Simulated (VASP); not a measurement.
# MgB2Te4 (P6/mmm) in VASP: relaxation of cell and atoms with PBE

Aim: the relaxation of cell and atoms of MgB2Te4 with PBE.

All numbers are computed with VASP 6.6.1; they aren't measurements. Logs are shortened: lines on timing, memory, paths and dates and some standing lists are left out, and cuts for length are marked.

## 1. The cell of the first run

Symmetry: P6/mmm, No. 191, hexagonal system. Conventional cell: a = 6.173 Å, b = 6.173 Å, c = 6.170 Å, α = 90.00°, β = 90.00°, γ = 120.00°. Within 2.6 Å of Mg (site symmetry 6/mmm) lie 2 B at 1.95 Å. Within 2.6 Å of B (site symmetry 6mm) lie 1 Mg at 1.95 Å and 1 B at 2.28 Å. Within 4.1 Å of Te (site symmetry -6m2) lie 5 Te at 3.08 to 3.56 Å and 3 Mg at 3.56 Å and 6 B at 4.06 Å. Te (site symmetry -6m2) has 5 Te at 3.08 to 3.56 Å and 6 B at 3.74 Å within 4.1 Å.

The cell was built from a structure type or drawn by symmetry, and may not be a known phase.

## 2. Relaxation of cell and atoms, PBE

File INCAR:

```
  ALGO = Normal
  EDIFF = 1E-7
  EDIFFG = -0.04
  ENCUT = 600
  GGA = PE
  IBRION = 2
  ISIF = 3
  ISMEAR = 0
  LASPH = True
  LCHARG = False
  LREAL = False
  LWAVE = False
  NELM = 100
  NSW = 90
  PREC = Accurate
  SIGMA = 0.1
```

File KPOINTS:

```
k-points
0
Gamma
  3 3 4
```

File POSCAR:

```
MgB2Te4
1.0
    6.1730638800      0.0000000000      0.0000000000
   -3.0865319400      5.3460301400      0.0000000000
    0.0000000000      0.0000000000      6.1696064100
Mg B Te
1 2 4
Direct
    0.0000000000      0.0000000000      0.0000000000
    0.0000000000      0.0000000000      0.6844521000
    0.0000000000      0.0000000000      0.3155479000
    0.3333333300      0.6666666700      0.0000000000
    0.6666666700      0.3333333300      0.0000000000
    0.3333333300      0.6666666700      0.5000000000
    0.6666666700      0.3333333300      0.5000000000
```

Potentials or basis: VASP PAW PBE potentials, release 64 (Mg, B, Te).

Started as:

```bash
cat potpaw_PBE.64/Mg/POTCAR potpaw_PBE.64/B/POTCAR potpaw_PBE.64/Te/POTCAR > POTCAR
mpirun -np 1 vasp_std > vasp.out
```

OUTCAR:

```text
EDIFF = 1E-7
   EDIFFG = -0.04
   ENCUT = 600
   GGA = PE
   IBRION = 2
   ISIF = 3
   ISMEAR = 0
   LASPH = True
   LREAL = False
   NELM = 100
   NSW = 90
   PREC = Accurate

 ion  position               nearest neighbor table
   1  0.000  0.000  0.000-   2 1.95   3 1.95   4 3.56   5 3.56   5 3.56   4 3.56   5 3.56   4 3.56

   2  0.000  0.000  0.684-   1 1.95
   3  0.000  0.000  0.316-   1 1.95
   4  0.333  0.667  0.000-   6 3.08   6 3.08   1 3.56   5 3.56   5 3.56   1 3.56   1 3.56   5 3.56

   5  0.667  0.333  0.000-   7 3.08   7 3.08   4 3.56   1 3.56   4 3.56   1 3.56   1 3.56   4 3.56

   6  0.333  0.667  0.500-   4 3.08   4 3.08   7 3.56   7 3.56   7 3.56
   7  0.667  0.333  0.500-   5 3.08   5 3.08   6 3.56   6 3.56   6 3.56

  LATTYP: Found a hexagonal cell.
 ALAT       =     6.1730638800
 C/A-ratio  =     0.9994399102

  Lattice vectors:

 A1 = (   6.1730638800,   0.0000000000,   0.0000000000)
 A2 = (  -3.0865319400,   5.3460301400,   0.0000000000)
 A3 = (   0.0000000000,   0.0000000000,   6.1696064100)

Analysis of symmetry for initial positions (statically):
=====================================================================
 Subroutine PRICEL returns:
 Original cell was already a primitive cell.

 Routine SETGRP: Setting up the symmetry group for a
 hexagonal supercell.

 Subroutine GETGRP returns: Found 24 space group operations
 (whereof 24 operations were pure point group operations)
 out of a pool of 24 trial point group operations.

The static configuration has the point symmetry D_6h.

Analysis of symmetry for dynamics (positions and initial velocities):
=====================================================================
 Subroutine PRICEL returns:
 Original cell was already a primitive cell.

 Routine SETGRP: Setting up the symmetry group for a
 hexagonal supercell.

 Subroutine GETGRP returns: Found 24 space group operations
 (whereof 24 operations were pure point group operations)
 out of a pool of 24 trial point group operations.

The dynamic configuration has the point symmetry D_6h.

 Subroutine INISYM returns: Found 24 space group operations
 (whereof 24 operations are pure point group operations),
 and found     1 'primitive' translations

----------------------------------------------------------------------------------------

                                     Primitive cell

  volume of cell :     203.6056

  direct lattice vectors                    reciprocal lattice vectors
     6.173063880  0.000000000  0.000000000     0.161994112  0.093527344  0.000000000
    -3.086531940  5.346030140  0.000000000     0.000000000  0.187054688  0.000000000
     0.000000000  0.000000000  6.169606410     0.000000000  0.000000000  0.162084894

  length of vectors
     6.173063880  6.173063881  6.169606410     0.187054688  0.187054688  0.162084894

  position of ions in fractional coordinates (direct lattice)
     0.000000000  0.000000000  0.000000000
     0.000000000  0.000000000  0.684452100
     0.000000000  0.000000000  0.315547900
     0.333333330  0.666666670  0.000000000
     0.666666670  0.333333330  0.000000000
     0.333333330  0.666666670  0.500000000
     0.666666670  0.333333330  0.500000000

  ion indices of the primitive-cell ions
   primitive index   ion index
                 1           1
                 2           2
                 3           3
                 4           4
                 5           5
                 6           6
                 7           7

----------------------------------------------------------------------------------------

 KPOINTS: k-points

Automatic generation of k-mesh.
 Grid dimensions read from file:
 generate k-points for:    3    3    4

 Generating k-lattice:

  Cartesian coordinates                     Fractional coordinates (reciprocal lattice)
     0.053998037  0.031175781  0.000000000     0.333333333  0.000000000  0.000000000
     0.000000000  0.062351563  0.000000000     0.000000000  0.333333333  0.000000000
     0.000000000  0.000000000  0.040521223     0.000000000  0.000000000  0.250000000

  Length of vectors
     0.062351563  0.062351563  0.040521223

  Shift w.r.t. Gamma in fractional coordinates (k-lattice)
     0.000000000  0.000000000  0.000000000

 Subroutine IBZKPT returns following result:
 ===========================================

 Found      9 irreducible k-points:

 Following reciprocal coordinates:
            Coordinates               Weight
  0.000000  0.000000  0.000000      1.000000
  0.333333  0.000000  0.000000      6.000000
  0.333333  0.333333  0.000000      2.000000
  0.000000  0.000000  0.250000      2.000000
  0.333333  0.000000  0.250000     12.000000
  0.333333  0.333333  0.250000      4.000000
  0.000000  0.000000  0.500000      1.000000
  0.333333  0.000000  0.500000      6.000000
  0.333333  0.333333  0.500000      2.000000
   k-points           NKPTS =      9   k-points in BZ     NKDIM =      9   number of bands    NBANDS=     20
   number of dos      NEDOS =    301   number of ions     NIONS =      7
   total plane-waves  NPLWV = 125000
   dimension x,y,z NGX =    50 NGY =   50 NGZ =   50
   dimension x,y,z NGXF=   100 NGYF=  100 NGZF=  100
   ions per type =               1   2   4
   NGX,Y,Z   is equivalent  to a cutoff of  13.47, 13.47, 13.47 a.u.
   NGXF,Y,Z  is equivalent  to a cutoff of  26.93, 26.93, 26.95 a.u.
 SYSTEM =  unknown system
   PREC   = accura    normal or accurate (medium, high low for compatibility)
   ISTART =      0    job   : 0-new  1-cont  2-samecut
   ICHARG =      2    charge: 1-file 2-atom 10-const
   ISPIN  =      1    spin polarized calculation?
   LNONCOLLINEAR =      F non collinear calculations
   LSORBIT =      F    spin-orbit coupling
   LASPH  =      T    aspherical Exc in radial PAW
   ENCUT  =  600.0 eV  44.10 Ry    6.64 a.u.  12.33 12.33 12.32*2*pi/ulx,y,z
   NELM   =    100;   NELMIN=  2; NELMDL= -5     # of ELM steps
   EDIFF  = 0.1E-06   stopping-criterion for ELM
   LREAL  =      F    real-space projection
   EDIFFG = -.4E-01   stopping-criterion for IOM
   NSW    =     90    number of steps for IOM
   IBRION =      2    ionic relax: 0-MD 1-quasi-New 2-CG
   NFREE  =      1    steps in history (QN), initial steepest desc. (CG)
   ISIF   =      3    stress and relaxation
   ISYM   =      2    0-nonsym 1-usesym 2-fastsym
   POTIM  = 0.5000    time-step for ionic-motion
   TEBEG  =    0.0;   TEEND  =   0.0 temperature during run
   PSTRESS=    0.0 pullay stress
   NELECT =      32.0000    total number of electrons
   NUPDOWN=      -1.0000    fix difference up-down
   EMIN   =  10.00;   EMAX   =-10.00  energy-range for DOS
   EFERMI =   0.00;   METHOD = LEGACY
   ISMEAR =     0;   SIGMA  =   0.10  broadening in eV -4-tet -1-fermi 0-gaus
   EFERMI_NEDOS =   21; number of points for ismear=-14 and -15
   IALGO  =     38    algorithm
   IMIX   =      4    mixing-type and parameters
     AMIX     =   0.40;   BMIX     =  1.00
     AMIX_MAG =   1.60;   BMIX_MAG =  1.00
  volume/ion in A,a.u.               =      29.09       196.29
  Fermi-wavevector in a.u.,A,eV,Ry     =   0.883476  1.669528 10.619763  0.780531
  Thomas-Fermi vector in A             =   2.004248
   LORBIT       =      0    0 simple, 1 ext, 2 COOP (PROOUT), +10 PAW based schemes
   GGA     = PE    functional components
   LHFCALC =     F    Hartree Fock is set to
   AEXX    =    0.0000 exact exchange contribution
   IVDW    =     0    specifies the selected vdW correction
   LEPSILON=     F    determine dielectric tensor
   LRPA    =     F    only Hartree local field effects (RPA)
 conjugate gradient relaxation of ions
 non-spin polarized calculation
 Gauss-broadening in eV      SIGMA  =   0.10
  energy-cutoff  :      600.00
  volume of cell :      203.61
 maximum number of plane-waves:      6840
 NGX is ok and might be reduce to    50
   NGX = 25   NGY = 25   NGZ = 25

--------------------------------------- Ionic step        1  -------------------------------------------

 number of electron      31.9999999 magnetization

 Free energy of the ion-electron system (eV)
  ---------------------------------------------------
  ext. energy  EPLUGINS =         0.00000000
  ---------------------------------------------------
  free energy    TOTEN  =       -19.00483224 eV

  energy without entropy =      -19.00152059  energy(sigma->0) =      -19.00317641

------------------------ aborting loop because EDIFF is reached ----------------------------------------

  FORCE on cell =-STRESS in cart. coord.  units (eV):
  Direction    XX          YY          ZZ          XY          YZ          ZX
  --------------------------------------------------------------------------------------
  -------------------------------------------------------------------------------------
  Total       -7.2517593     -7.2517593      7.2683374      0.0000000     -0.0000000      0.0000000
  in kB      -57.0642785    -57.0642786     57.1947319      0.0000000     -0.0000000      0.0000000
  external PRESSURE =     -18.9779417 kB  Pullay stress =       0.0000000 kB
[... 69 lines left out ...]
--------------------------------------- Ionic step        3  -------------------------------------------

 number of electron      31.9999999 magnetization

 E-fermi :   4.3181     XC(G=0):  -8.9424

 val. band max:        4.2601176646   @ k =   0.3333   0.0000   0.5000
 cond. band min:       4.4406442609   @ k =   0.3333   0.0000   0.0000
 fundamental gap:      0.1805265963
 Fermi energy:         4.3181043532

 k-point     1 :       0.0000    0.0000    0.0000
  band No.  band energies     occupation
      1      -8.2575      2.00000
      2      -6.5576      2.00000
      3      -6.3389      2.00000
      4      -4.6188      2.00000
      5      -3.1580      2.00000
      6      -0.9842      2.00000
[... 230 lines left out ...]
  FREE ENERGIE OF THE ION-ELECTRON SYSTEM (eV)
  ---------------------------------------------------
  free  energy   TOTEN  =       -22.1113282520 eV

  energy  without entropy=      -22.0935011627  energy(sigma->0) =      -22.10241471

[... ionic steps 4 to 9 ...]

--------------------------------------- Ionic step       10  -------------------------------------------

 number of electron      31.9999999 magnetization

------------------------ aborting loop because EDIFF is reached ----------------------------------------
[... 77 lines left out ...]
--------------------------------------- Ionic step       12  -------------------------------------------

 number of electron      31.9999999 magnetization

 Free energy of the ion-electron system (eV)
  ---------------------------------------------------
  ext. energy  EPLUGINS =         0.00000000
  ---------------------------------------------------
  free energy    TOTEN  =       -22.60395071 eV

  energy without entropy =      -22.59040834  energy(sigma->0) =      -22.59717952

 E-fermi :   5.8231     XC(G=0):  -9.5394

 val. band max:        5.7950778525   @ k =   0.3333   0.0000   0.5000
 cond. band min:       5.9547595439   @ k =   0.3333   0.0000   0.0000
 fundamental gap:      0.1596816915
 Fermi energy:         5.8231079943

 k-point     1 :       0.0000    0.0000    0.0000
  band No.  band energies     occupation
      1      -7.6749      2.00000
      2      -5.5125      2.00000
      3      -5.0974      2.00000
      4      -2.8208      2.00000
      5      -1.7401      2.00000
      6      -0.3990      2.00000
[... 230 lines left out ...]
  FREE ENERGIE OF THE ION-ELECTRON SYSTEM (eV)
  ---------------------------------------------------
  free  energy   TOTEN  =       -22.6039507073 eV

  energy  without entropy=      -22.5904083388  energy(sigma->0) =      -22.59717952

 reached required accuracy - stopping structural energy minimisation
```

Run time: 6.9 min. Hardware: 1 thread of Intel Xeon Platinum 8375C at 2.90GHz (Ice Lake), shared host; peak memory 0.41 GiB.

Results:

- Free energy: -22.6040 eV
- Relaxed volume: 24.01 Å³/atom
- Relaxed cell: a = 5.613 Å, b = 5.613 Å, c = 6.161 Å, α = 90.00°, β = 90.00°, γ = 120.00°
- Space group after relaxing (to 0.1 Å): P6/mmm (No. 191)
- Energy gained by relaxing: 514.2 meV/atom
- Ionic steps: 12
- Pressure after relaxing: 0.0 GPa
- Band gap on the k mesh: zero (bands 16 and 17 overlap by 2.10 eV)

Step by step:
```csv
step,energy change (eV),largest force (eV/Å),pressure (GPa),volume (Å³)
1,0.0000,7.6288,-1.90,203.61
2,-3.0700,1.1722,-5.19,192.97
3,-3.1065,0.2079,-5.41,194.13
4,-3.2289,4.7065,2.07,168.22
5,-3.4435,1.9867,-1.86,178.63
6,-3.5439,1.1444,1.25,165.26
7,-3.5869,0.0963,-0.07,169.93
8,-3.5973,0.1640,-0.34,169.31
9,-3.5973,0.1663,-0.35,169.29
10,-3.5985,0.1631,0.02,168.07
11,-3.5989,0.0529,-0.09,168.46
12,-3.5991,0.0009,0.01,168.08
```

Final structure:
```xyz
7
Lattice="5.6126 0.0000 0.0000 -2.8063 4.8607 0.0000 0.0000 0.0000 6.1612" Properties=species:S:1:pos:R:3 pbc="T T T"
Mg    5.6126    0.0000    0.0000
B     0.0000    0.0000    3.8920
B     0.0000    0.0000    2.2692
Te    0.0000    3.2404    0.0000
Te    2.8063    1.6202    0.0000
Te    0.0000    3.2404    3.0806
Te    2.8063    1.6202    3.0806
```

Caveat: the k points lie up to 0.43 Å⁻¹ apart in the final cell, too coarse for converged energies and pressures of a metal; the volume moved by over 15 % at a fixed basis, so the end points are rough; spin-orbit coupling is left out, which moves the levels of the heavy elements.
